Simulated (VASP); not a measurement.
# Sn (Fd-3m) in VASP: a series of runs

Sn is run at these levels: r2SCAN+D3(BJ); tasks: single point.

Everything below comes from runs of VASP 6.6.1. Logs are shortened: lines on timing, memory, paths and dates and some standing lists are left out, and cuts for length are marked.

**1. The cell of the first run**

The structure is cubic, space group Fd-3m (No. 227). The conventional cell has a = 6.467 Å, b = 6.467 Å, c = 6.467 Å, α = 90.00°, β = 90.00°, γ = 90.00°. Within 3.7 Å of Sn (site symmetry -43m) lie 4 Sn at 2.80 Å.

This isn't the form of Sn at room conditions, which is tetragonal (white tin).

**2. Single point, r2SCAN+D3(BJ)**

Input file POSCAR:

```
Sn
1.0
    0.0000000000      3.2333428000      3.2333428000
    3.2333428000      0.0000000000      3.2333428000
    3.2333428000      3.2333428000      0.0000000000
Sn
2
Direct
    0.0000000000      0.0000000000      0.0000000000
    0.2500000000      0.2500000000      0.2500000000
```

Input file INCAR.step1:

```
  PREC = Accurate
  ENCUT = 520
  ISMEAR = 0
  SIGMA = 0.1
  LREAL = False
  LASPH = True
  NELM = 80
  NBANDS = 21
  GGA = PE
  ALGO = Normal
  EDIFF = 1E-4
  LWAVE = True
  LCHARG = False
```

Input file INCAR.step2:

```
  PREC = Accurate
  ENCUT = 520
  EDIFF = 1E-6
  ISMEAR = 0
  SIGMA = 0.1
  LREAL = False
  LASPH = True
  NELM = 80
  ALGO = Normal
  ISIF = 2
  LWAVE = False
  LCHARG = True
  METAGGA = R2SCAN
  LMIXTAU = True
  IVDW = 12
  VDW_S6 = 1.0
  VDW_S8 = 0.78981345
  VDW_A1 = 0.49484001
  VDW_A2 = 5.73083694
  LELF = True
  LVHAR = True
  NBANDS = 21
  ISTART = 1
```

Input file KPOINTS:

```
Automatic mesh
0
Gamma
  6 6 6
```

Potentials or basis: VASP PAW PBE potentials, release 64 (Sn_d).

Run with:

```bash
cat potpaw_PBE.64/Sn_d/POTCAR > POTCAR
cp INCAR.step1 INCAR
mpirun -np 1 vasp_std > vasp.out
cp INCAR.step2 INCAR
mpirun -np 1 vasp_std > vasp.out
```

OUTCAR:

```text
PREC = Accurate
   ENCUT = 520
   EDIFF = 1E-6
   ISMEAR = 0
   LREAL = False
   LASPH = True
   NELM = 80
   ISIF = 2
   METAGGA = R2SCAN
   IVDW = 12
   ISTART = 1
 IVDW          = 12

 ion  position               nearest neighbor table
   1  0.000  0.000  0.000-   2 2.80   2 2.80   2 2.80   2 2.80
   2  0.250  0.250  0.250-   1 2.80   1 2.80   1 2.80   1 2.80

  LATTYP: Found a face centered cubic cell.
 ALAT       =     6.4666856000

  Lattice vectors:

 A1 = (   0.0000000000,   3.2333428000,   3.2333428000)
 A2 = (   3.2333428000,   0.0000000000,   3.2333428000)
 A3 = (   3.2333428000,   3.2333428000,   0.0000000000)

Analysis of symmetry for initial positions (statically):
=====================================================================
 Subroutine PRICEL returns:
 Original cell was already a primitive cell.

 Routine SETGRP: Setting up the symmetry group for a
 face centered cubic supercell.

 Subroutine GETGRP returns: Found 48 space group operations
 (whereof 24 operations were pure point group operations)
 out of a pool of 48 trial point group operations.

The static configuration has the point symmetry T_d .
 The point group associated with its full space group is O_h .

Analysis of symmetry for dynamics (positions and initial velocities):
=====================================================================
 Subroutine PRICEL returns:
 Original cell was already a primitive cell.

 Routine SETGRP: Setting up the symmetry group for a
 face centered cubic supercell.

 Subroutine GETGRP returns: Found 48 space group operations
 (whereof 24 operations were pure point group operations)
 out of a pool of 48 trial point group operations.

The dynamic configuration has the point symmetry T_d .
 The point group associated with its full space group is O_h .

 Subroutine INISYM returns: Found 48 space group operations
 (whereof 24 operations are pure point group operations),
 and found     1 'primitive' translations

----------------------------------------------------------------------------------------

                                     Primitive cell

  volume of cell :      67.6060

  direct lattice vectors                    reciprocal lattice vectors
     0.000000000  3.233342800  3.233342800    -0.154638723  0.154638723  0.154638723
     3.233342800  0.000000000  3.233342800     0.154638723 -0.154638723  0.154638723
     3.233342800  3.233342800  0.000000000     0.154638723  0.154638723 -0.154638723

  length of vectors
     4.572637240  4.572637240  4.572637240     0.267842124  0.267842124  0.267842124

  position of ions in fractional coordinates (direct lattice)
     0.000000000  0.000000000  0.000000000
     0.250000000  0.250000000  0.250000000

  ion indices of the primitive-cell ions
   primitive index   ion index
                 1           1
                 2           2

----------------------------------------------------------------------------------------

 KPOINTS: Automatic mesh

Automatic generation of k-mesh.
 Grid dimensions read from file:
 generate k-points for:    6    6    6

 Generating k-lattice:

  Cartesian coordinates                     Fractional coordinates (reciprocal lattice)
    -0.025773120  0.025773120  0.025773120     0.166666667  0.000000000  0.000000000
     0.025773120 -0.025773120  0.025773120     0.000000000  0.166666667  0.000000000
     0.025773120  0.025773120 -0.025773120     0.000000000  0.000000000  0.166666667

  Length of vectors
     0.044640354  0.044640354  0.044640354

  Shift w.r.t. Gamma in fractional coordinates (k-lattice)
     0.000000000  0.000000000  0.000000000

 Subroutine IBZKPT returns following result:
 ===========================================

 Found     16 irreducible k-points:

 Following reciprocal coordinates:
            Coordinates               Weight
  0.000000  0.000000  0.000000      1.000000
  0.166667  0.000000  0.000000      8.000000
  0.333333  0.000000  0.000000      8.000000
  0.500000  0.000000  0.000000      4.000000
  0.166667  0.166667  0.000000      6.000000
  0.333333  0.166667  0.000000     24.000000
[... 8 lines left out ...]
 -0.333333  0.333333  0.166667     24.000000
 -0.333333  0.500000  0.166667     12.000000
   k-points           NKPTS =     16   k-points in BZ     NKDIM =     16   number of bands    NBANDS=     21
   number of dos      NEDOS =    301   number of ions     NIONS =      2
   total plane-waves  NPLWV =  46656
   dimension x,y,z NGX =    36 NGY =   36 NGZ =   36
   dimension x,y,z NGXF=    72 NGYF=   72 NGZF=   72
   ions per type =               2
   NGX,Y,Z   is equivalent  to a cutoff of  13.09, 13.09, 13.09 a.u.
   NGXF,Y,Z  is equivalent  to a cutoff of  26.18, 26.18, 26.18 a.u.
 SYSTEM =  unknown system
   PREC   = accura    normal or accurate (medium, high low for compatibility)
   ISTART =      1    job   : 0-new  1-cont  2-samecut
   ICHARG =      0    charge: 1-file 2-atom 10-const
   ISPIN  =      1    spin polarized calculation?
   LNONCOLLINEAR =      F non collinear calculations
   LSORBIT =      F    spin-orbit coupling
   LASPH  =      T    aspherical Exc in radial PAW
   ENCUT  =  520.0 eV  38.22 Ry    6.18 a.u.   8.50  8.50  8.50*2*pi/ulx,y,z
   NELM   =     80;   NELMIN=  2; NELMDL=  0     # of ELM steps
   EDIFF  = 0.1E-05   stopping-criterion for ELM
   LREAL  =      F    real-space projection
   EDIFFG = 0.1E-04   stopping-criterion for IOM
   NSW    =      0    number of steps for IOM
   IBRION =     -1    ionic relax: 0-MD 1-quasi-New 2-CG
   NFREE  =      0    steps in history (QN), initial steepest desc. (CG)
   ISIF   =      2    stress and relaxation
   ISYM   =      2    0-nonsym 1-usesym 2-fastsym
   POTIM  = 0.5000    time-step for ionic-motion
   TEBEG  =    0.0;   TEEND  =   0.0 temperature during run
   PSTRESS=    0.0 pullay stress
   NELECT =      28.0000    total number of electrons
   NUPDOWN=      -1.0000    fix difference up-down
   EMIN   =  10.00;   EMAX   =-10.00  energy-range for DOS
   EFERMI =   0.00;   METHOD = LEGACY
   ISMEAR =     0;   SIGMA  =   0.10  broadening in eV -4-tet -1-fermi 0-gaus
   EFERMI_NEDOS =   21; number of points for ismear=-14 and -15
   IALGO  =     38    algorithm
   IMIX   =      4    mixing-type and parameters
     AMIX     =   0.40;   BMIX     =  1.00
     AMIX_MAG =   1.60;   BMIX_MAG =  1.00
  volume/ion in A,a.u.               =      33.80       228.11
  Fermi-wavevector in a.u.,A,eV,Ry     =   1.220298  2.306028 20.260793  1.489126
  Thomas-Fermi vector in A             =   2.355520
   LORBIT       =      0    0 simple, 1 ext, 2 COOP (PROOUT), +10 PAW based schemes
   METAGGA = R2SCAN    functional components
   LHFCALC =     F    Hartree Fock is set to
   AEXX    =    0.0000 exact exchange contribution
   IVDW    =    12    specifies the selected vdW correction
   LEPSILON=     F    determine dielectric tensor
   LRPA    =     F    only Hartree local field effects (RPA)
 non-spin polarized calculation
 Gauss-broadening in eV      SIGMA  =   0.10
  energy-cutoff  :      520.00
  volume of cell :       67.61
 maximum number of plane-waves:      1853
 NGX is ok and might be reduce to    36
   NGX = 17   NGY = 17   NGZ = 17

 number of electron      28.0000008 magnetization

 Free energy of the ion-electron system (eV)
  ---------------------------------------------------
  ext. energy  EPLUGINS =         0.00000000
  ---------------------------------------------------
  free energy    TOTEN  =       -49.44091813 eV

  energy without entropy =      -49.44001039  energy(sigma->0) =      -49.44046426

 E-fermi :   5.7296     XC(G=0):  -9.6384

 val. band max:        5.7061906082   @ k =   0.0000   0.0000   0.0000
 cond. band min:       5.8652955874   @ k =   0.5000   0.0000   0.0000
 fundamental gap:      0.1591049792
 Fermi energy:         5.7296452918

 k-point     1 :       0.0000    0.0000    0.0000
  band No.  band energies     occupation
      1     -16.7219      2.00000
      2     -16.7219      2.00000
      3     -16.7219      2.00000
      4     -16.6538      2.00000
      5     -16.6538      2.00000
      6     -16.3205      2.00000
[... 13 lines left out ...]
     20      13.9820      0.00000
     21      13.9820      0.00000

 k-point     2 :       0.1667    0.0000    0.0000
  band No.  band energies     occupation
      1     -16.7396      2.00000
      2     -16.7396      2.00000
      3     -16.7151      2.00000
      4     -16.6278      2.00000
      5     -16.6278      2.00000
      6     -16.3476      2.00000
[... 13 lines left out ...]
     20      12.9247      0.00000
     21      12.9247      0.00000

 k-point     3 :       0.3333    0.0000    0.0000
  band No.  band energies     occupation
      1     -16.7567      2.00000
      2     -16.7567      2.00000
      3     -16.7011      2.00000
      4     -16.5968      2.00000
      5     -16.5968      2.00000
      6     -16.3707      2.00000
[... 13 lines left out ...]
     20      13.3853      0.00000
     21      13.3853      0.00000

 k-point     4 :       0.5000    0.0000    0.0000
  band No.  band energies     occupation
      1     -16.7614      2.00000
      2     -16.7614      2.00000
      3     -16.6937      2.00000
      4     -16.5872      2.00000
      5     -16.5872      2.00000
      6     -16.3762      2.00000
[... 13 lines left out ...]
     20      14.9793      0.00000
     21      14.9794      0.00000

 k-point     5 :       0.1667    0.1667    0.0000
  band No.  band energies     occupation
      1     -16.7376      2.00000
      2     -16.7376      2.00000
      3     -16.7317      2.00000
      4     -16.6295      2.00000
      5     -16.5981      2.00000
      6     -16.4016      2.00000
[... 13 lines left out ...]
     20      12.7240      0.00000
     21      14.3102      0.00000

 k-point     6 :       0.3333    0.1667    0.0000
  band No.  band energies     occupation
      1     -16.7681      2.00000
      2     -16.7546      2.00000
      3     -16.7023      2.00000
      4     -16.5972      2.00000
      5     -16.5577      2.00000
      6     -16.4423      2.00000
[... 13 lines left out ...]
     20      13.8224      0.00000
     21      14.4310      0.00000

 k-point     7 :       0.5000    0.1667    0.0000
  band No.  band energies     occupation
      1     -16.7866      2.00000
      2     -16.7671      2.00000
      3     -16.6654      2.00000
      4     -16.5669      2.00000
      5     -16.5549      2.00000
      6     -16.4357      2.00000
[... 13 lines left out ...]
     20      14.9296      0.00000
     21      15.0857      0.00000
[... 99 lines left out ...]
      1     -16.8037      2.00000
      2     -16.7781      2.00000
      3     -16.6307      2.00000
      4     -16.5176      2.00000
      5     -16.5065      2.00000
      6     -16.4882      2.00000
[... 13 lines left out ...]
     20      13.4141      0.00000
     21      16.9649      0.00000

 k-point    13 :       0.5000    0.5000    0.0000
  band No.  band energies     occupation
      1     -16.7778      2.00000
      2     -16.7778      2.00000
      3     -16.6314      2.00000
      4     -16.6314      2.00000
      5     -16.4741      2.00000
      6     -16.4741      2.00000
[... 13 lines left out ...]
     20      15.6357      0.00000
     21      16.6422      0.00000

 k-point    14 :       0.5000    0.3333    0.1667
  band No.  band energies     occupation
      1     -16.7848      2.00000
      2     -16.7787      2.00000
      3     -16.6572      2.00000
      4     -16.5646      2.00000
      5     -16.5131      2.00000
      6     -16.4863      2.00000
[... 13 lines left out ...]
     20      14.2029      0.00000
     21      16.0500      0.00000

 k-point    15 :      -0.3333    0.3333    0.1667
  band No.  band energies     occupation
      1     -16.8000      2.00000
      2     -16.7839      2.00000
      3     -16.6216      2.00000
      4     -16.5360      2.00000
      5     -16.5027      2.00000
      6     -16.4913      2.00000
[... 13 lines left out ...]
     20      15.5727      0.00000
     21      15.9016      0.00000

 k-point    16 :      -0.3333    0.5000    0.1667
  band No.  band energies     occupation
      1     -16.7932      2.00000
      2     -16.7932      2.00000
      3     -16.5869      2.00000
      4     -16.5869      2.00000
      5     -16.4796      2.00000
      6     -16.4796      2.00000
[... 13 lines left out ...]
     20      15.2927      0.00000
     21      16.5183      0.00000

------------------------ aborting loop because EDIFF is reached ----------------------------------------

 Edisp (eV)   -0.29552

 E8    (eV) :    -0.1149

  FORCE on cell =-STRESS in cart. coord.  units (eV):
  Direction    XX          YY          ZZ          XY          YZ          ZX
  --------------------------------------------------------------------------------------
  -------------------------------------------------------------------------------------
  Total       0.64996     0.64996     0.64996     0.00000     0.00000     0.00000
  in kB      15.40321    15.40321    15.40321     0.00000     0.00000     0.00000
  external pressure =       15.40 kB  Pullay stress =        0.00 kB

 VOLUME and BASIS-vectors are now :
 -----------------------------------------------------------------------------
  energy-cutoff  :      520.00
  volume of cell :       67.61
      direct lattice vectors                 reciprocal lattice vectors
     0.000000000  3.233342800  3.233342800    -0.154638723  0.154638723  0.154638723
     3.233342800  0.000000000  3.233342800     0.154638723 -0.154638723  0.154638723
     3.233342800  3.233342800  0.000000000     0.154638723  0.154638723 -0.154638723

 POSITION                                       TOTAL-FORCE (eV/Angst)
 -----------------------------------------------------------------------------------
      0.00000      0.00000      0.00000        -0.000000     -0.000000     -0.000000
      1.61667      1.61667      1.61667         0.000000      0.000000      0.000000
 -----------------------------------------------------------------------------------
    total drift:                                0.000000      0.000000      0.000000

  FREE ENERGIE OF THE ION-ELECTRON SYSTEM (eV)
  ---------------------------------------------------
  free  energy   TOTEN  =       -49.7364409035 eV

  energy  without entropy=      -49.7355331632  energy(sigma->0) =      -49.73598703
```

Run time: 1.8 min. Hardware: 1 thread of Intel Xeon 8259CL, shared host; peak memory 0.22 GiB.

Results:

```
Free energy                : -49.7364 eV
Pressure                   : 1.5 GPa
Band gap on the k mesh     : zero (filled and empty bands touch)
Dispersion energy per atom : -0.148 eV
```

Caveat: three body term missing; the PAW data sets were made with another functional, which shifts forces and pressure a little; spin-orbit coupling is left out, which moves the levels of the heavy elements.

**3. Single point, r2SCAN+D3(BJ)**

This run uses another cell than the first one, of 35.01 Å³/atom.

Input file POSCAR:

```
Sn
1.0
    0.0000000000      3.2713885955      3.2713885955
    3.2713885955      0.0000000000      3.2713885955
    3.2713885955      3.2713885955      0.0000000000
Sn
2
Direct
    0.0000000000      0.0000000000      0.0000000000
    0.2500000000      0.2500000000      0.2500000000
```

Input file INCAR.step1:

```
SYSTEM = Sn
PREC = Accurate ; ENCUT = 520
ISMEAR = 0 ; SIGMA = 0.1
LREAL = .FALSE. ; LASPH = .TRUE.
NELM = 80 ; NBANDS = 21
GGA = PE ; ALGO = Normal
EDIFF = 1E-4 ; LWAVE = .TRUE.
LCHARG = .FALSE.
```

Input file INCAR.step2:

```
SYSTEM = Sn
PREC = Accurate ; ENCUT = 520
EDIFF = 1E-6 ; ISMEAR = 0
SIGMA = 0.1 ; LREAL = .FALSE.
LASPH = .TRUE. ; NELM = 80
ALGO = Normal ; ISIF = 2
LWAVE = .FALSE. ; LCHARG = .FALSE.
METAGGA = R2SCAN ; LMIXTAU = .TRUE.
IVDW = 12 ; VDW_S6 = 1.0
VDW_S8 = 0.78981345 ; VDW_A1 = 0.49484001
VDW_A2 = 5.73083694 ; NBANDS = 21
ISTART = 1
```

Input file KPOINTS:

```
Automatic mesh
0
G
  6 6 6
  0 0 0
```

Potentials or basis: VASP PAW PBE potentials, release 64 (Sn_d).

Run with:

```bash
cat potpaw_PBE.64/Sn_d/POTCAR > POTCAR
cp INCAR.step1 INCAR
mpirun -np 1 vasp_std > vasp.out
cp INCAR.step2 INCAR
mpirun -np 1 vasp_std > vasp.out
```

Wall time 1.8 min (1 thread of Intel Xeon 8259CL, shared host); peak memory 0.22 GiB.

Results (log left out):

```
Free energy                : -49.7478 eV
Pressure                   : -0.1 GPa
Band gap on the k mesh     : zero (filled and empty bands touch)
Dispersion energy per atom : -0.143 eV
```

Levels at points of the mesh, in eV from the Fermi level:
| k point | band 12 | band 13 | band 14 | band 15 | band 16 | band 17 |
| --- | --- | --- | --- | --- | --- | --- |
| (0.00, 0.00, 0.00) | -0.54 | 0.00 | 0.00 | 0.00 | 2.21 | 2.21 |
| (0.50, 0.00, 0.00) | -6.50 | -1.24 | -1.24 | 0.08 | 3.35 | 3.35 |
| (0.50, 0.50, 0.00) | -7.78 | -2.60 | -2.60 | 0.94 | 0.94 | 7.99 |

Caveat: three body term missing; the PAW data sets were made with another functional, which shifts forces and pressure a little; spin-orbit coupling is left out, which moves the levels of the heavy elements.
